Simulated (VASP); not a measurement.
A run of VASP 6.6.1 is set up as follows.

POSCAR

```
BaS
1.0
    0.0000000000      3.2128429000      3.2128429000
    3.2128429000      0.0000000000      3.2128429000
    3.2128429000      3.2128429000      0.0000000000
Ba S
1 1
Direct
    0.0000000000      0.0000000000      0.0000000000
    0.5000000000      0.5000000000      0.5000000000
```

Contents of INCAR.step1:

```
SYSTEM = BaS
PREC = Accurate
ENCUT = 520
ISMEAR = -1
SIGMA = 0.02
LREAL = .FALSE.
LASPH = .TRUE.
NELM = 150
LNONCOLLINEAR = .TRUE.
MAGMOM = 0 0 0 0 0 0
LSORBIT = .TRUE.
GGA_COMPAT = .FALSE.
NBANDS = 28
GGA = PE
ALGO = Normal
EDIFF = 1E-4
LWAVE = .TRUE.
LCHARG = .FALSE.
```

Contents of INCAR.step2:

```
SYSTEM = BaS
PREC = Accurate
ENCUT = 520
EDIFF = 1E-6
ISMEAR = -1
SIGMA = 0.02
LREAL = .FALSE.
LASPH = .TRUE.
NELM = 150
ALGO = Normal
ISIF = 2
LWAVE = .FALSE.
LCHARG = .TRUE.
LNONCOLLINEAR = .TRUE.
MAGMOM = 0 0 0 0 0 0
LORBIT = 11
LSORBIT = .TRUE.
GGA_COMPAT = .FALSE.
LORBMOM = .TRUE.
METAGGA = R2SCAN
LMIXTAU = .TRUE.
LVHAR = .TRUE.
NBANDS = 28
ISTART = 1
```

KPOINTS

```
regular mesh
0
G
  8 8 8
  0 0 0
```

Potentials or basis: VASP PAW PBE potentials, release 64 (Ba_sv, S).

The run is started by

```bash
$ cat potpaw_PBE.64/Ba_sv/POTCAR potpaw_PBE.64/S/POTCAR > POTCAR
$ cp INCAR.step1 INCAR
$ mpirun -np 1 vasp_ncl > vasp.out
$ cp INCAR.step2 INCAR
$ mpirun -np 1 vasp_ncl > vasp.out
```

Task: Estimate the pressure.

Result: 0.5 GPa.

Task: Predict the net moment.

Result: 0.00 μB per cell.

Moments on the atoms (μB; x, y, z):
```
Ba  0.00 0.00 0.00
S   0.00 0.00 0.00
```

Caveat: the PAW data sets were made with another functional, which shifts forces and pressure a little.
